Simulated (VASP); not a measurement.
Sn, 2 atoms in the cell. It takes space group Fd-3m (No. 227, cubic). Conventional cell: a = 6.814 Å, b = 6.814 Å, c = 6.814 Å, α = 90.00°, β = 90.00°, γ = 90.00°. Sn (site symmetry -43m) has 4 Sn at 2.95 Å within 3.9 Å. This isn't the form of Sn at room conditions, which is tetragonal (white tin).

```yaml
Program: VASP 6.6.1
Task: single point
Functional: BLYP
Potentials_or_basis: VASP PAW PBE potentials, release 64 (Sn_d)
Cutoff: 520 eV
k_mesh: 4 × 4 × 4
Occupations: fermi-dirac, width 0.1 eV
Spin: no spin polarisation
Dipole_correction: no
Further_INCAR_settings: ALGO = Normal; EDIFF = 1e-07; NBANDS = 21
```

Potentials or basis: VASP PAW PBE potentials, release 64 (Sn_d).

Command:

```sh
$ cat potpaw_PBE.64/Sn_d/POTCAR > POTCAR
$ mpirun -np 1 vasp_std > vasp.out
```

Hardware: 1 thread of Intel(R) Xeon(R) Platinum 8259CL CPU @ 2.50GHz (Skylake/Cascade Lake), on a shared host.

How long does it take, and how much memory?

Run time: 25 s on 1 thread of Intel(R) Xeon(R) Platinum 8259CL CPU @ 2.50GHz (Skylake/Cascade Lake), with other jobs on the host, peak memory 0.2 GiB. Counts: scf iterations 12, k points 8.
